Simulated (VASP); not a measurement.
Here is a VASP 6.6.1 calculation.

File INCAR:

```
PREC = Accurate ; ENCUT = 520
EDIFF = 1E-7 ; ISMEAR = -1
SIGMA = 0.1 ; LREAL = F
LASPH = T ; NELM = 100
ALGO = Normal ; ISIF = 2
LWAVE = F ; LCHARG = T
GGA = PS ; LELF = T
LVHAR = T ; NBANDS = 18
```

Contents of KPOINTS:

```
Automatic mesh
0
Gamma
  14 14 8
```

Contents of POSCAR:

```
Sc
1.0
    3.2753041365      0.0000000000      0.0000000000
   -1.6376520683      2.8364965873      0.0000000000
    0.0000000000      0.0000000000      5.1058925626
Sc
2
Direct
    0.3333333333      0.6666666667      0.2500000000
    0.6666666667      0.3333333333      0.7500000000
```

Potentials or basis: VASP PAW PBE potentials, release 64 (Sc_sv).

Run with:

```bash
$ cat potpaw_PBE.64/Sc_sv/POTCAR > POTCAR
$ mpirun -np 1 vasp_std > vasp.out
```

(1) Predict the pressure.

(2) What does it give for the band gap on the k mesh?

## Answers

(1) 0.0 GPa.

(2) zero (bands 11 and 12 overlap by 1.55 eV).

Caveat: the PAW data sets were made with another functional, which shifts forces and pressure a little.
